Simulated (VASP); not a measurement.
Input of a VASP 6.6.1 run:

File INCAR:

```
SYSTEM = NiO
PREC     = Accurate       ! precision mode
ENCUT    = 600            ! plane-wave cutoff, eV
EDIFF    = 1E-6           ! SCF threshold, eV
ISMEAR   = -1             ! smearing method
SIGMA    = 0.05           ! smearing width, eV
LREAL    = .False.        ! projectors in reciprocal space
LASPH    = .True.         ! aspherical terms in the spheres
NELM     = 150            ! most SCF steps
ALGO     = Normal         ! electronic algorithm
ISIF     = 3              ! what is computed and relaxed
LWAVE    = .False.        ! write WAVECAR
LCHARG   = .False.        ! write CHGCAR
ISPIN    = 2              ! spin polarisation
MAGMOM   = 1 0            ! initial moments
LORBIT   = 11             ! projections on sites
LMAXMIX  = 4              ! l up to which the mixer works
LDAU     = .True.         ! DFT+U
LDAUTYPE = 2            
LDAUL    = 2 -1           ! shell
LDAUU    = 4 0            ! U, eV
LDAUJ    = 0 0          
LDAUPRINT= 1            
IBRION   = 2              ! ionic algorithm
NSW      = 60             ! ionic steps
EDIFFG   = -0.01          ! ionic threshold
```

File KPOINTS:

```
Automatic mesh
0
Gamma
  11 11 11
  0 0 0
```

Contents of POSCAR:

```
NiO
1.0
    0.0000000000      2.0859016414      2.0859016414
    2.0859016414      0.0000000000      2.0859016414
    2.0859016414      2.0859016414      0.0000000000
Ni O
1 1
Direct
    0.0000000000      0.0000000000      0.0000000000
    0.5000000000      0.5000000000      0.5000000000
```

Potentials or basis: VASP PAW LDA potentials, release 64 (Ni, O).

Command:

```console
$ cat potpaw_LDA.64/Ni/POTCAR potpaw_LDA.64/O/POTCAR > POTCAR
$ mpirun -np 1 vasp_std > vasp.out
```

(1) Predict the site moments.

(2) Predict the relaxed volume.

(3) Predict the band gap on the k mesh.

(4) Predict the net moment.

Results:

(1) Ni +1.70; O +0.27 μB.

(2) 8.49 Å³/atom.

(3) 0.47 eV (least direct gap 1.46 eV).

(4) 2.00 μB per cell.

Caveat: an odd mesh through Γ misses points on the zone boundary, where band edges can lie; a cell with one magnetic atom can't hold antiferromagnetic order, which such compounds often take.
